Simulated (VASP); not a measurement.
## KLiF2: single point with PBE

KLiF2:

```
CELL_PARAMETERS angstrom
1.62230 0.93664 5.64890
-1.62230 0.93664 5.64890
0.00000 -1.87328 5.64890
ATOMIC_POSITIONS crystal
Li 0.00000 0.00000 0.00000
K 0.50000 0.50000 0.50000
F 0.26895 0.26895 0.26895
F 0.73105 0.73105 0.73105
```

```
Program                : VASP 6.6.1
Task                   : single point
Functional             : PBE
Potentials or basis    : VASP PAW PBE potentials, release 64 (Li_sv, K_sv, F)
Cutoff                 : 520 eV
k mesh                 : 6 × 6 × 6
Occupations            : gaussian, width 0.01 eV
Spin                   : no spin polarisation
Dipole correction      : no
Further INCAR settings : ALGO = Normal; EDIFF = 1e-07; NBANDS = 21
```

```
Largest force          : 0.031 eV/Å
Band gap on the k mesh : 6.68 eV
```

Forces in eV/Å, atoms in the order of the input:
```
Li   0.000  0.000  0.000
K    0.000  0.000  0.000
F    0.000  0.000  0.031
F    0.000  0.000 -0.031
```

Levels at points of the mesh, in eV from the valence-band top:
```
           k point  band 11  band 12  band 13  band 14  band 15  band 16
(0.00, 0.00, 0.00)    -0.13    -0.13     0.00     6.68     9.16    10.16
(0.50, 0.00, 0.00)    -0.78    -0.18    -0.14     7.93    10.13    11.91
(0.50, 0.50, 0.00)    -0.55    -0.39    -0.36     7.91    11.01    11.14
(0.50, 0.50, 0.50)    -0.31    -0.25    -0.25     7.37     9.26     9.30
```

Run time: 77 s on 1 thread of Intel(R) Xeon(R) Platinum 8488C (Sapphire Rapids) (shared host), peak memory 0.31 GiB.

 A k mesh can miss the band edges.
